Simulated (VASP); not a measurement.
Mg3TiB4:

```
Mg Ti B
1.0
    -2.90696    2.90696    2.90696
     2.90696   -2.90696    2.90696
     2.90696    2.90696   -2.90696
Mg Ti B
3 1 4
Direct
  0.00000 0.50000 0.50000
  0.50000 0.00000 0.50000
  0.50000 0.50000 0.00000
  0.00000 0.00000 0.00000
  0.50000 0.00000 0.00000
  0.00000 0.50000 0.00000
  0.00000 0.00000 0.50000
  0.50000 0.50000 0.50000
```

```yaml
Program: VASP 6.6.1
Task: relaxation of cell and atoms
Functional: PBE
Potentials_or_basis: VASP PAW PBE potentials, release 64 (Mg, Ti_sv, B)
Cutoff: 600 eV
k_mesh: 4 × 4 × 4
Occupations: gaussian, width 0.1 eV
Spin: no spin polarisation
```

At the start: pressure -5.7 GPa; volume 12.28 Å³/atom.

Q: How do energy, volume and symmetry change on relaxing?

A: Over 3 steps the energy falls by 12.9 meV/atom and the volume is 11.59 Å³/atom (-5.6 %); space group Im-3m (No. 229, to 0.1 Å) before and after.

The path:
```
step  energy change (eV)  largest force (eV/Å)  pressure (GPa)  volume (Å³)
   1              0.0000                0.0000           -5.75        98.26
   2             -0.1017                0.0000            0.74        92.13
   3             -0.1031                0.0000            0.02        92.74
```

Final structure:
```xyz
8
Lattice="-2.8514 2.8514 2.8514 2.8514 -2.8514 2.8514 2.8514 2.8514 -2.8514" Properties=species:S:1:pos:R:3 pbc="T T T"
Mg    2.8514    0.0000    0.0000
Mg    0.0000    2.8514    0.0000
Mg    0.0000    0.0000    2.8514
Ti    0.0000    0.0000    0.0000
B    -1.4257    1.4257    1.4257
B     1.4257   -1.4257    1.4257
B     1.4257    1.4257   -1.4257
B     1.4257    1.4257    1.4257
```

Caveat: the k points lie up to 0.39 Å⁻¹ apart in the final cell, too coarse for converged energies and pressures of a metal.
